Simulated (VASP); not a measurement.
Crystal: Sb.

```xyz
2
Lattice="2.1771 1.2569 3.8299 -2.1771 1.2569 3.8299 0.0000 -2.5139 3.8299" Properties=species:S:1:pos:R:3 pbc="T T T"
Sb    0.0000    0.0000    3.0822
Sb    0.0000    0.0000    8.4075
```

```yaml
Program: VASP 6.6.1
Task: relaxation of cell and atoms
Functional: LDA
Potentials_or_basis: VASP PAW LDA potentials, release 64 (Sb)
Cutoff: 600 eV
k_mesh: 12 × 12 × 12
Occupations: gaussian, width 0.1 eV
Spin: no spin polarisation
```

At the start: pressure -2.4 GPa; volume 31.44 Å³/atom.

Question: Where does the relaxation end?

Answer: Over 10 steps the energy falls by 21.2 meV/atom and the volume is 29.24 Å³/atom (-7.0 %); space group R-3m (No. 166, to 0.1 Å) before and after.

Step by step:
| step | energy change (eV) | largest force (eV/Å) | pressure (GPa) | volume (Å³) |
| --- | --- | --- | --- | --- |
| 1 | 0.0000 | 0.0949 | -2.42 | 62.88 |
| 2 | -0.0186 | 0.4399 | 1.44 | 58.66 |
| 3 | -0.0236 | 0.3286 | 0.12 | 59.93 |
| 4 | -0.0328 | 0.2125 | 0.11 | 59.42 |
| 5 | -0.0400 | 0.0739 | 0.36 | 57.91 |
| 6 | -0.0409 | 0.0139 | 0.27 | 58.27 |
| 7 | -0.0419 | 0.0457 | -0.36 | 58.79 |
| 8 | -0.0420 | 0.0397 | -0.23 | 58.68 |
| 9 | -0.0425 | 0.0106 | 0.01 | 58.46 |
| 10 | -0.0425 | 0.0042 | -0.02 | 58.49 |

Final structure:
```
Sb
1.0
     2.15105    1.24191    3.64908
    -2.15105    1.24191    3.64908
     0.00000   -2.48382    3.64908
Sb
2
Direct
  0.26357 0.26357 0.26357
  0.73643 0.73643 0.73643
```
